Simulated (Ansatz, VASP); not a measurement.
## One calculation of SnSe2, two programs

```
Sn Se
1.0
     3.98400    0.00000    0.00000
    -1.99200    3.45025    0.00000
     0.00000    0.00000    6.00991
Sn Se
1 2
Direct
  0.00000 0.00000 0.00000
  0.33333 0.66667 0.26513
  0.66667 0.33333 0.73487
```

Alike in both runs: task single point; functional PBE; dispersion D3(BJ); k mesh 12 × 12 × 6; occupations gaussian, width 0.03 eV; no spin polarisation.

```csv
,VASP,Ansatz
version,VASP 6.6.1,Ansatz 0.2.0
potentials or method,"VASP PAW PBE potentials, release 64 (Sn_d, Se), cutoff 500 eV","scalar-relativistic, plane waves, PAW"
valence electrons in the cell,26,46
```

Ansatz gave:

| Item | Value |
| --- | --- |
| gap on the k mesh at the Fermi level (eV) | 0.15 |
| least direct gap on the mesh (eV) | 0.24 |
| pressure (GPa) | -4.1 |
| traceless stress, the component that is largest in VASP (GPa) | 1.25 |
| rms of the force components (eV/Å) | 0.145 |

**Question.** What did VASP give for the same quantities?

**Answer.** gap on the k mesh at the Fermi level (eV): 0.14; least direct gap on the mesh (eV): 0.23; pressure (GPa): -4.1; traceless stress, the component that is largest in VASP (GPa): 1.25; rms of the force components (eV/Å): 0.140.

Atom by atom the forces differ by 0.005 eV/Å (rms over components). VASP's potentials hold 26 valence electrons a cell and Ansatz's 46, so a difference there can come from the potentials and not from the codes.
